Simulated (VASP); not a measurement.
Wanted: the native input for a VASP 6.6.1 run.

| Item | Value |
| --- | --- |
| Task | single point |
| Functional | PBE |
| Potentials or basis | VASP PAW PBE potentials, release 64 (Ti_sv) |
| Cutoff | 520 eV |
| k mesh | 13 × 13 × 7 |
| Occupations | fermi-dirac, width 0.05 eV |
| Spin | collinear spin, ferromagnetic start |
| Starting moments | [1.0, 1.0] μB |
| Dipole correction | no |
| Further INCAR settings | ALGO = Normal; EDIFF = 1e-06; NBANDS = 23 |

The structure of Ti lies in POSCAR:

```
Ti
1.0
    2.9500000000      0.0000000000      0.0000000000
   -1.4750000000      2.5547749412      0.0000000000
    0.0000000000      0.0000000000      4.6800000000
Ti
2
Direct
    0.3333333333      0.6666666667      0.2500000000
    0.6666666667      0.3333333333      0.7500000000
```

One way to write it, as run:

INCAR

```
SYSTEM = Ti
  ALGO = Normal
  EDIFF = 1E-6
  ENCUT = 520
  GGA = PE
  ISIF = 2
  ISMEAR = -1
  ISPIN = 2
  LASPH = .TRUE.
  LCHARG = .FALSE.
  LMAXMIX = 4
  LORBIT = 11
  LREAL = .FALSE.
  LWAVE = .FALSE.
  MAGMOM = 1 1
  NBANDS = 23
  NELM = 150
  PREC = Accurate
  SIGMA = 0.05
```

KPOINTS

```
k-points
0
G
  13 13 7
  0 0 0
```

Potentials or basis: VASP PAW PBE potentials, release 64 (Ti_sv).

The run is started by

```console
$ cat potpaw_PBE.64/Ti_sv/POTCAR > POTCAR
$ mpirun -np 1 vasp_std > vasp.out
```

It gave:

```
Pressure                                              : -1.7 GPa
Band gap on the k mesh                                : zero (filled and empty bands overlap)
Net moment                                            : 0.00 μB per cell
Valence electrons inside the program's atomic spheres : Ti 10.23
```

It took 4.5 min on 1 thread of AMD EPYC 7R13, on a shared host, peak memory 0.2 GiB.
